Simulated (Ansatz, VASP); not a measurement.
# One calculation of BaZrO3, two programs

File POSCAR:

```
BaZrO3
1.0
    4.1815000000      0.0000000000      0.0000000000
    0.0000000000      4.1815000000      0.0000000000
    0.0000000000      0.0000000000      4.1815000000
Ba Zr O
1 1 3
Direct
    0.5000000000      0.4788620477      0.4788620477
    0.0000000000      0.0000000000      0.0000000000
    0.5000000000      0.0000000000      0.0000000000
    0.0000000000      0.5000000000      0.0000000000
    0.0000000000      0.0000000000      0.5000000000
```

Contents of INCAR.step1:

```
SYSTEM = BaZrO3
PREC = Accurate
ENCUT = 520
ISMEAR = 0
SIGMA = 0.05
LREAL = .False.
LASPH = .True.
NELM = 100
NBANDS = 28
GGA = PE
ALGO = Normal
EDIFF = 1E-4
LWAVE = .True.
LCHARG = .False.
```

Contents of INCAR.step2:

```
SYSTEM = BaZrO3
PREC = Accurate
ENCUT = 520
EDIFF = 1E-7
ISMEAR = 0
SIGMA = 0.05
LREAL = .False.
LASPH = .True.
NELM = 100
ALGO = Normal
ISIF = 2
LWAVE = .False.
LCHARG = .True.
METAGGA = R2SCAN
LMIXTAU = .True.
LELF = .True.
LVHAR = .True.
NBANDS = 28
ISTART = 1
```

KPOINTS

```
Automatic mesh
0
Gamma
  6 6 6
  0 0 0
```

Input for Ansatz:

```yaml
crystal:
  lattice:
    - [4.1815, 0.0, 0.0]
    - [0.0, 4.1815, 0.0]
    - [0.0, 0.0, 4.1815]
  atoms:
    - { symbol: Ba, position: [0.5, 0.4788620477, 0.4788620477] }
    - { symbol: Zr, position: [0.0, 0.0, 0.0] }
    - { symbol: O, position: [0.5, 0.0, 0.0] }
    - { symbol: O, position: [0.0, 0.5, 0.0] }
    - { symbol: O, position: [0.0, 0.0, 0.5] }
basis:
  ecutwfc: 500
kpoints:
  mp_grid: { grid: [6, 6, 6] }
hamiltonian:
  xc: r2scan
scf:
  occupations: { method: gaussian, width: 0.05 }
output:
  forces: true
  stress: true
  eigenvalues: true
```

Change from the starting cell: all Ba atoms moved +0.125 Å, as atom 1 towards its neighbour atom 3 (O) at 2.957 Å.

Alike in both runs: task single point; functional r2SCAN; k mesh 6 × 6 × 6; occupations gaussian, width 0.05 eV; no spin polarisation.

|  | VASP | Ansatz |
| --- | --- | --- |
| version | VASP 6.6.1 | Ansatz 0.2.0 |
| potentials or method | VASP PAW PBE potentials, release 64 (Ba_sv, Zr_sv, O), cutoff 520 eV | scalar-relativistic, plane waves, PAW |
| valence electrons in the cell | 40 | 40 |

|  | VASP | Ansatz | Ansatz less VASP |
| --- | --- | --- | --- |
| gap on the k mesh at the Fermi level (eV) | 3.71 | 3.76 | +0.053 |
| least direct gap on the mesh (eV) | 3.94 | 3.97 | +0.025 |
| pressure (GPa) | 4.3 | 3.2 | -1.13 |
| traceless stress, the component that is largest in VASP (GPa) | 0.34 | 0.32 | -0.022 |
| rms of the force components (eV/Å) | 0.197 | 0.185 | -0.0113 |

VASP's potentials were made for PBE, not for r2SCAN. Atom by atom the forces differ by 0.017 eV/Å (rms over components).

Spin-orbit coupling is off throughout.
